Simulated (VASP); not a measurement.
Runs of VASP 6.6.1 on Hf. The structure is that of space group I4/mmm (No. 139), or close to it. The cells are those of the table. 

```csv
cell,gap on the mesh (eV),pressure (GPa)
"a = 3.208, b = 3.208, c = 3.391 Å, angles 58.1, 58.1, 63.8°, 1 atom",none,-8.5
"a = 3.083, b = 3.083, c = 3.265 Å, angles 58.0, 58.0, 64.0°, 1 atom",none,2.6
"a = 3.268, b = 3.268, c = 3.391 Å, angles 58.7, 58.7, 62.5°, 1 atom",none,-11.5
"a = 3.150, b = 3.150, c = 3.391 Å, angles 57.4, 57.4, 65.1°, 1 atom",none,-5.0
"a = 3.077, b = 3.077, c = 3.140 Å, angles 59.3, 59.3, 61.3°, 1 atom",none,7.0
"a = 3.142, b = 3.142, c = 3.265 Å, angles 58.7, 58.7, 62.6°, 1 atom",none,-1.8
"a = 3.208, b = 3.208, c = 3.014 Å, angles 62.0, 62.0, 56.0°, 1 atom",none,(b)
"a = 3.203, b = 3.203, c = 3.265 Å, angles 59.4, 59.4, 61.3°, 1 atom",none,(a)
```

Alike in all rows: task single point; level r2SCAN; potentials or basis VASP PAW PBE potentials, release 64 (Hf_pv); no spin polarisation; k mesh 18 × 18 × 18; cutoff (eV) 520; smearing gaussian 0.15 eV.

Estimate the missing entries.

(a) -5.6; (b) 2.5.

Caveats: the PAW data sets were made with another functional, which shifts forces and pressure a little; spin-orbit coupling is left out, which moves the levels of the heavy elements.

A k mesh can miss the band edges, and the runs leave out spin-orbit coupling on Hf.

A gap of «none» marks levels without a gap at the run's occupations.
